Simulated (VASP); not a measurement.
Wanted: the native input for a VASP 6.6.1 run.

- Task: single point
- Functional: PBE
- Potentials or basis: VASP PAW PBE potentials, release 64 (La, Si, Br)
- Cutoff: 520 eV
- k mesh: 6 × 6 × 10
- Occupations: gaussian, width 0.1 eV
- Spin: no spin polarisation
- Dipole correction: no
- Further INCAR settings: ALGO = Normal; EDIFF = 1e-06; NBANDS = 33

The structure of La3Si2Br lies in POSCAR:

```
La3Si2Br
1.0
    7.9498055116      0.0000000000      0.0000000000
   -3.9749027558      6.8847335282      0.0000000000
    0.0000000000      0.0000000000      3.9716218322
La Si Br
3 2 1
Direct
    0.5000000000      0.5000000000      0.5000000000
    0.5000000000      0.0000000000      0.5000000000
    0.0000000000      0.5000000000      0.5000000000
    0.6666666667      0.3333333333      0.0000000000
    0.3333333333      0.6666666667      0.0000000000
    0.0000000000      0.0000000000      0.0000000000
```

The cell was built from a structure type or drawn by symmetry, and may not be a known phase.

One way to write it, as run:

INCAR

```
  PREC = Accurate
  ENCUT = 520
  EDIFF = 1E-6
  ISMEAR = 0
  SIGMA = 0.1
  LREAL = False
  LASPH = True
  NELM = 100
  ALGO = Normal
  ISIF = 2
  LWAVE = False
  LCHARG = True
  GGA = PE
  LELF = True
  LVHAR = True
  NBANDS = 33
```

KPOINTS

```
Automatic mesh
0
Gamma
  6 6 10
```

Potentials or basis: VASP PAW PBE potentials, release 64 (La, Si, Br).

The run is started by

```sh
$ cat potpaw_PBE.64/La/POTCAR potpaw_PBE.64/Si/POTCAR potpaw_PBE.64/Br/POTCAR > POTCAR
$ mpirun -np 1 vasp_std > vasp.out
```

Results of the run:

| Item | Value |
| --- | --- |
| Pressure | 0.0 GPa |
| Band gap on the k mesh | zero (bands 24 and 25 overlap by 0.17 eV) |

Caveat: spin-orbit coupling is left out, which moves the levels of the heavy elements.

Run time: 3.5 min on 1 thread of Intel(R) Xeon(R) 6975P-C (Granite Rapids), on a shared host, peak memory 0.52 GiB.
